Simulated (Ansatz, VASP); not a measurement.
**CsCdCl3 in VASP and in Ansatz**

Contents of INCAR:

```
ALGO = Normal
EDIFF = 1E-6
ENCUT = 520
ISIF = 2
ISMEAR = 0
LASPH = True
LCHARG = False
LREAL = False
LWAVE = False
NBANDS = 29
NELM = 80
PREC = Accurate
SIGMA = 0.05
```

The input KPOINTS:

```
k-points
0
Gamma
  6 6 6
```

Contents of POSCAR:

```
CsCdCl3
1.0
    5.2000000000      0.0000000000      0.0000000000
    0.0000000000      5.2000000000      0.0000000000
    0.0000000000      0.0000000000      5.3560000000
Cs Cd Cl
1 1 3
Direct
    0.0000000000      0.0000000000      0.0000000000
    0.5000000000      0.5000000000      0.5000000000
    0.0000000000      0.5000000000      0.5000000000
    0.5000000000      0.0000000000      0.5000000000
    0.5000000000      0.5000000000      0.0000000000
```

Input for Ansatz:

```yaml
crystal:
  lattice:
    - [5.2, 0.0, 0.0]
    - [0.0, 5.2, 0.0]
    - [0.0, 0.0, 5.356]
  atoms:
    - { symbol: Cs, position: [0.0, 0.0, 0.0] }
    - { symbol: Cd, position: [0.5, 0.5, 0.5] }
    - { symbol: Cl, position: [0.0, 0.5, 0.5] }
    - { symbol: Cl, position: [0.5, 0.0, 0.5] }
    - { symbol: Cl, position: [0.5, 0.5, 0.0] }
basis:
  ecutwfc: 420
kpoints:
  mp_grid: { grid: [6, 6, 6] }
hamiltonian:
  xc: lda
scf:
  occupations: { method: gaussian, width: 0.05 }
output:
  forces: true
  stress: true
  eigenvalues: true
```

Change from the starting cell: strain +0.000 along x and y, +0.030 along z, atoms carried along.

Alike in both runs: task single point; functional LDA; k mesh 6 × 6 × 6; occupations gaussian, width 0.05 eV; no spin polarisation.

```csv
,VASP,Ansatz
version,VASP 6.6.1,Ansatz 0.2.0
potentials or method,"VASP PAW LDA potentials, release 64 (Cs_sv, Cd, Cl), cutoff 520 eV","scalar-relativistic, plane waves, PAW"
valence electrons in the cell,42,50
```

|  | VASP | Ansatz | Ansatz less VASP |
| --- | --- | --- | --- |
| gap on the k mesh at the Fermi level (eV) | 1.44 | 1.41 | -0.027 |
| least direct gap on the mesh (eV) | 1.99 | 1.97 | -0.022 |
| pressure (GPa) | -2.6 | -2.8 | -0.18 |
| traceless stress, the component that is largest in VASP (GPa) | -0.69 | -0.65 | +0.037 |

LDA's correlation is that of Perdew and Zunger in VASP and of Perdew and Wang (1992) in Ansatz. VASP's potentials hold 42 valence electrons a cell and Ansatz's 50, so a difference there can come from the potentials and not from the codes.

Spin-orbit coupling is off throughout.
